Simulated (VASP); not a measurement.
Wanted: the native input for a VASP 6.6.1 run.

| Quantity | Value |
| --- | --- |
| Task | single point |
| Functional | LDA |
| Potentials or basis | VASP PAW PBE potentials, release 64 (Gd) |
| Cutoff | 600 eV |
| k mesh | 8 × 8 × 8 |
| Occupations | gaussian, width 0.05 eV |
| Spin | collinear spin, ferromagnetic start |
| Starting moments | [7.0] μB |
| Dipole correction | no |
| Further INCAR settings | ALGO = Normal; EDIFF = 1e-06; NBANDS = 19 |

The structure of Gd lies in POSCAR:

```
Gd
1.0
    0.0000000000      2.2823763696      2.2823763696
    2.2823763696      0.0000000000      2.2823763696
    2.2823763696      2.2823763696      0.0000000000
Gd
1
Direct
    0.0000000000      0.0000000000      0.0000000000
```

This isn't the form of Gd at room conditions, which is hcp.

One way to write it, as run:

INCAR

```
ALGO     = Normal         # electronic algorithm
EDIFF    = 1E-6           # SCF threshold, eV
ENCUT    = 600            # plane-wave cutoff, eV
GGA      = CA             # functional
GGA_COMPAT= False        
ISIF     = 2              # what is computed and relaxed
ISMEAR   = 0              # smearing method
ISPIN    = 2              # spin polarisation
LASPH    = True           # aspherical terms in the spheres
LCHARG   = False          # write CHGCAR
LMAXMIX  = 6              # l up to which the mixer works
LORBIT   = 11             # projections on sites
LREAL    = False          # projectors in reciprocal space
LWAVE    = False          # write WAVECAR
MAGMOM   = 7              # initial moments
NBANDS   = 19             # bands
NELM     = 200            # most SCF steps
PREC     = Accurate       # precision mode
SIGMA    = 0.05           # smearing width, eV
```

KPOINTS

```
k-points
0
Gamma
  8 8 8
```

Potentials or basis: VASP PAW PBE potentials, release 64 (Gd).

The run is started by

```console
$ cat potpaw_PBE.64/Gd/POTCAR > POTCAR
$ mpirun -np 1 vasp_std > vasp.out
```

It gave:

The pressure is 9.8 GPa, the net moment is 7.16 μB per cell and the site moments are Gd +6.82 μB. The valence electrons inside the program's atomic spheres are Gd 15.41.

Caveat: the cell stands under pressure; the PAW data sets were made with another functional, which shifts forces and pressure a little.

It took 31 s on 1 thread of Intel(R) Xeon(R) 6975P-C (Granite Rapids), on a shared host, peak memory 0.17 GiB.
